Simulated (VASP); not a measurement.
# Na (Fd-3m) in VASP: single point with PBEsol

Aim: the single point of Na with PBEsol.

Everything below comes from runs of VASP 6.6.1. Logs are shortened: lines on timing, memory, paths and dates and some standing lists are left out, and cuts for length are marked.

## Step 1: The cell of the first run

It takes space group Fd-3m (No. 227, cubic). The conventional cell has a = 7.504 Å, b = 7.504 Å, c = 7.504 Å, α = 90.00°, β = 90.00°, γ = 90.00°. Na (site symmetry -43m) has 4 Na at 3.25 Å within 4.3 Å.

## Step 2: Single point, PBEsol

The input, INCAR:

```
SYSTEM = Na
ALGO = Normal
EDIFF = 1E-6
ENCUT = 520
GGA = PS
ISIF = 2
ISMEAR = -1
LASPH = .TRUE.
LCHARG = .FALSE.
LREAL = .FALSE.
LWAVE = .FALSE.
NBANDS = 14
NELM = 100
PREC = Accurate
SIGMA = 0.13605693000000002
```

The input, KPOINTS:

```
k-points
0
G
  8 8 8
  0 0 0
```

The input, POSCAR:

```
Na
1.0
    0.0000000000      3.7520758877      3.7520758877
    3.7520758877      0.0000000000      3.7520758877
    3.7520758877      3.7520758877      0.0000000000
Na
2
Direct
    0.0000000000      0.0000000000      0.0000000000
    0.2500000000      0.2500000000      0.2500000000
```

Potentials or basis: VASP PAW PBE potentials, release 64 (Na_pv).

Run with:

```
$ cat potpaw_PBE.64/Na_pv/POTCAR > POTCAR
$ mpirun -np 1 vasp_std > vasp.out
```

OUTCAR:

```text
SYSTEM = Na
   EDIFF = 1E-6
   ENCUT = 520
   GGA = PS
   ISIF = 2
   ISMEAR = -1
   LASPH = .TRUE.
   LREAL = .FALSE.
   NELM = 100
   PREC = Accurate

 ion  position               nearest neighbor table
   1  0.000  0.000  0.000-
   2  0.250  0.250  0.250-

  LATTYP: Found a face centered cubic cell.
 ALAT       =     7.5041517754

  Lattice vectors:

 A1 = (   0.0000000000,   3.7520758877,   3.7520758877)
 A2 = (   3.7520758877,   0.0000000000,   3.7520758877)
 A3 = (   3.7520758877,   3.7520758877,   0.0000000000)

Analysis of symmetry for initial positions (statically):
=====================================================================
 Subroutine PRICEL returns:
 Original cell was already a primitive cell.

 Routine SETGRP: Setting up the symmetry group for a
 face centered cubic supercell.

 Subroutine GETGRP returns: Found 48 space group operations
 (whereof 24 operations were pure point group operations)
 out of a pool of 48 trial point group operations.

The static configuration has the point symmetry T_d .
 The point group associated with its full space group is O_h .

Analysis of symmetry for dynamics (positions and initial velocities):
=====================================================================
 Subroutine PRICEL returns:
 Original cell was already a primitive cell.

 Routine SETGRP: Setting up the symmetry group for a
 face centered cubic supercell.

 Subroutine GETGRP returns: Found 48 space group operations
 (whereof 24 operations were pure point group operations)
 out of a pool of 48 trial point group operations.

The dynamic configuration has the point symmetry T_d .
 The point group associated with its full space group is O_h .

 Subroutine INISYM returns: Found 48 space group operations
 (whereof 24 operations are pure point group operations),
 and found     1 'primitive' translations

----------------------------------------------------------------------------------------

                                     Primitive cell

  volume of cell :     105.6440

  direct lattice vectors                    reciprocal lattice vectors
     0.000000000  3.752075888  3.752075888    -0.133259565  0.133259565  0.133259565
     3.752075888  0.000000000  3.752075888     0.133259565 -0.133259565  0.133259565
     3.752075888  3.752075888  0.000000000     0.133259565  0.133259565 -0.133259565

  length of vectors
     5.306236607  5.306236607  5.306236607     0.230812337  0.230812337  0.230812337

  position of ions in fractional coordinates (direct lattice)
     0.000000000  0.000000000  0.000000000
     0.250000000  0.250000000  0.250000000

  ion indices of the primitive-cell ions
   primitive index   ion index
                 1           1
                 2           2

----------------------------------------------------------------------------------------

 KPOINTS: k-points

Automatic generation of k-mesh.
 Grid dimensions read from file:
 generate k-points for:    8    8    8

 Generating k-lattice:

  Cartesian coordinates                     Fractional coordinates (reciprocal lattice)
    -0.016657446  0.016657446  0.016657446     0.125000000  0.000000000  0.000000000
     0.016657446 -0.016657446  0.016657446     0.000000000  0.125000000  0.000000000
     0.016657446  0.016657446 -0.016657446     0.000000000  0.000000000  0.125000000

  Length of vectors
     0.028851542  0.028851542  0.028851542

  Shift w.r.t. Gamma in fractional coordinates (k-lattice)
     0.000000000  0.000000000  0.000000000

 Subroutine IBZKPT returns following result:
 ===========================================

 Found     29 irreducible k-points:

 Following reciprocal coordinates:
            Coordinates               Weight
  0.000000  0.000000  0.000000      1.000000
  0.125000  0.000000  0.000000      8.000000
  0.250000  0.000000  0.000000      8.000000
  0.375000  0.000000  0.000000      8.000000
  0.500000  0.000000  0.000000      4.000000
  0.125000  0.125000  0.000000      6.000000
[... 16 lines left out ...]
  0.500000  0.250000  0.125000     48.000000
 -0.375000  0.250000  0.125000     24.000000
 [... further k-points ...]
   k-points           NKPTS =     29   k-points in BZ     NKDIM =     29   number of bands    NBANDS=     14
   number of dos      NEDOS =    301   number of ions     NIONS =      2
   total plane-waves  NPLWV =  64000
   dimension x,y,z NGX =    40 NGY =   40 NGZ =   40
   dimension x,y,z NGXF=    80 NGYF=   80 NGZF=   80
   ions per type =               2
   NGX,Y,Z   is equivalent  to a cutoff of  12.53, 12.53, 12.53 a.u.
   NGXF,Y,Z  is equivalent  to a cutoff of  25.06, 25.06, 25.06 a.u.
 SYSTEM =  Na
   PREC   = accura    normal or accurate (medium, high low for compatibility)
   ISTART =      0    job   : 0-new  1-cont  2-samecut
   ICHARG =      2    charge: 1-file 2-atom 10-const
   ISPIN  =      1    spin polarized calculation?
   LNONCOLLINEAR =      F non collinear calculations
   LSORBIT =      F    spin-orbit coupling
   LASPH  =      T    aspherical Exc in radial PAW
   ENCUT  =  520.0 eV  38.22 Ry    6.18 a.u.   9.87  9.87  9.87*2*pi/ulx,y,z
   NELM   =    100;   NELMIN=  2; NELMDL= -5     # of ELM steps
   EDIFF  = 0.1E-05   stopping-criterion for ELM
   LREAL  =      F    real-space projection
   EDIFFG = 0.1E-04   stopping-criterion for IOM
   NSW    =      0    number of steps for IOM
   IBRION =     -1    ionic relax: 0-MD 1-quasi-New 2-CG
   NFREE  =      0    steps in history (QN), initial steepest desc. (CG)
   ISIF   =      2    stress and relaxation
   ISYM   =      2    0-nonsym 1-usesym 2-fastsym
   POTIM  = 0.5000    time-step for ionic-motion
   TEBEG  =    0.0;   TEEND  =   0.0 temperature during run
   PSTRESS=    0.0 pullay stress
   NELECT =      14.0000    total number of electrons
   NUPDOWN=      -1.0000    fix difference up-down
   EMIN   =  10.00;   EMAX   =-10.00  energy-range for DOS
   EFERMI =   0.00;   METHOD = LEGACY
   ISMEAR =    -1;   SIGMA  =   0.14  broadening in eV -4-tet -1-fermi 0-gaus
   EFERMI_NEDOS =   21; number of points for ismear=-14 and -15
   IALGO  =     38    algorithm
   IMIX   =      4    mixing-type and parameters
     AMIX     =   0.40;   BMIX     =  1.00
     AMIX_MAG =   1.60;   BMIX_MAG =  1.00
  volume/ion in A,a.u.               =      52.82       356.46
  Fermi-wavevector in a.u.,A,eV,Ry     =   0.834646  1.577253  9.478291  0.696635
  Thomas-Fermi vector in A             =   1.948073
   LORBIT       =      0    0 simple, 1 ext, 2 COOP (PROOUT), +10 PAW based schemes
   GGA     = PS    functional components
   LHFCALC =     F    Hartree Fock is set to
   AEXX    =    0.0000 exact exchange contribution
   IVDW    =     0    specifies the selected vdW correction
   LEPSILON=     F    determine dielectric tensor
   LRPA    =     F    only Hartree local field effects (RPA)
 non-spin polarized calculation
  energy-cutoff  :      520.00
  volume of cell :      105.64
 maximum number of plane-waves:      2874
   NGX = 19   NGY = 19   NGZ = 19

 number of electron      14.0000002 magnetization

 Free energy of the ion-electron system (eV)
  ---------------------------------------------------
  ext. energy  EPLUGINS =         0.00000000
  ---------------------------------------------------
  free energy    TOTEN  =        -2.12585028 eV

  energy without entropy =       -2.06017989  energy(sigma->0) =       -2.09301509

 E-fermi :  -0.5862     XC(G=0):  -5.5836

 val. band max:       -0.5933174207   @ k =  -0.3750   0.2500   0.1250
 cond. band min:      -0.5185902782   @ k =   0.5000   0.5000   0.0000
 fundamental gap:      0.0747271425
 Fermi energy:        -0.5862266227

 k-point     1 :       0.0000    0.0000    0.0000
  band No.  band energies     occupation
      1     -25.8953      2.00000
      2     -25.8953      2.00000
      3     -25.8953      2.00000
      4     -25.8580      2.00000
      5     -25.8580      2.00000
      6     -25.8580      2.00000
      7      -3.1692      2.00000
      8       4.1007      0.00000
      9       4.1007      0.00000
     10       4.1007      0.00000
     11       4.4148      0.00000
     12       4.4148      0.00000
     13       4.4148      0.00000
     14       6.1486      0.00000

 k-point     2 :       0.1250    0.0000    0.0000
  band No.  band energies     occupation
      1     -25.8959      2.00000
      2     -25.8959      2.00000
      3     -25.8951      2.00000
      4     -25.8583      2.00000
      5     -25.8574      2.00000
      6     -25.8574      2.00000
      7      -3.0424      2.00000
      8       2.7916      0.00000
      9       3.7418      0.00000
     10       3.7418      0.00000
     11       4.7328      0.00000
     12       4.9189      0.00000
     13       4.9189      0.00000
     14       5.9312      0.00000

 k-point     3 :       0.2500    0.0000    0.0000
  band No.  band energies     occupation
      1     -25.8973      2.00000
      2     -25.8973      2.00000
      3     -25.8947      2.00000
      4     -25.8590      2.00000
      5     -25.8560      2.00000
      6     -25.8560      2.00000
      7      -2.6644      2.00000
      8       1.3012      0.00000
      9       3.4621      0.00000
     10       3.4622      0.00000
     11       4.5977      0.00000
     12       4.8313      0.00000
     13       4.8313      0.00000
     14       5.9955      0.00000
[... 324 lines left out ...]
 k-point    23 :       0.5000    0.2500    0.1250
  band No.  band energies     occupation
      1     -25.9022      2.00000
      2     -25.9001      2.00000
      3     -25.8882      2.00000
      4     -25.8657      2.00000
      5     -25.8533      2.00000
      6     -25.8515      2.00000
      7      -1.7139      1.99950
      8       0.3052      0.00285
      9       1.5424      0.00000
     10       2.2410      0.00000
     11       4.1731      0.00000
     12       4.8240      0.00000
     13       5.4597      0.00000
     14       6.6738      0.00000

 k-point    24 :      -0.3750    0.2500    0.1250
  band No.  band energies     occupation
      1     -25.9028      2.00000
      2     -25.9007      2.00000
      3     -25.8871      2.00000
      4     -25.8668      2.00000
      5     -25.8528      2.00000
      6     -25.8510      2.00000
      7      -1.0449      1.93358
      8      -0.5933      1.02605
      9       1.6128      0.00000
     10       1.9413      0.00000
     11       4.2341      0.00000
     12       4.5673      0.00000
     13       6.3979      0.00000
     14       6.9710      0.00000

 [... further k-points ...]
[... 5 lines left out ...]
  --------------------------------------------------------------------------------------
  -------------------------------------------------------------------------------------
  Total       -0.0119289     -0.0119289     -0.0119289      0.0000000      0.0000000      0.0000000
  in kB       -0.1809117     -0.1809117     -0.1809117      0.0000000      0.0000000      0.0000000
  external PRESSURE =      -0.1809117 kB  Pullay stress =       0.0000000 kB

 VOLUME and BASIS-vectors are now :
 -----------------------------------------------------------------------------
  energy-cutoff  :      520.00
  volume of cell :      105.64
      direct lattice vectors                 reciprocal lattice vectors
     0.000000000  3.752075888  3.752075888    -0.133259565  0.133259565  0.133259565
     3.752075888  0.000000000  3.752075888     0.133259565 -0.133259565  0.133259565
     3.752075888  3.752075888  0.000000000     0.133259565  0.133259565 -0.133259565

 POSITION                                       TOTAL-FORCE (eV/Angst)
 -----------------------------------------------------------------------------------
      0.00000      0.00000      0.00000        -0.000000     -0.000000     -0.000000
      1.87604      1.87604      1.87604         0.000000      0.000000      0.000000
 -----------------------------------------------------------------------------------
    total drift:                               -0.000000     -0.000000      0.000000

  FREE ENERGIE OF THE ION-ELECTRON SYSTEM (eV)
  ---------------------------------------------------
  free  energy   TOTEN  =        -2.1258502850 eV

  energy  without entropy=       -2.0601798936  energy(sigma->0) =       -2.09301509
```

Run time: 26 s. Hardware: 1 thread of Intel Xeon Platinum 8488C (Sapphire Rapids), shared host; peak memory 0.23 GiB.

What came out:

| Property | Result |
| --- | --- |
| Free energy | -2.1259 eV |
| Pressure | 0.0 GPa |
| Band gap on the k mesh | zero (band 7 reaches -0.11 eV, above the bottom of band 8 at -0.91 eV) |

Levels at points of the mesh, in eV from the Fermi level:
```
           k point  band 5  band 6  band 7  band 8  band 9  band 10
(0.00, 0.00, 0.00)  -25.27  -25.27   -2.58    4.69    4.69     4.69
(0.50, 0.00, 0.00)  -25.27  -25.27   -0.79   -0.32    3.95     3.95
(0.50, 0.50, 0.00)  -25.26  -25.26    0.07    0.07    2.45     2.45
```

Caveat: the PAW data sets were made with another functional, which shifts forces and pressure a little.
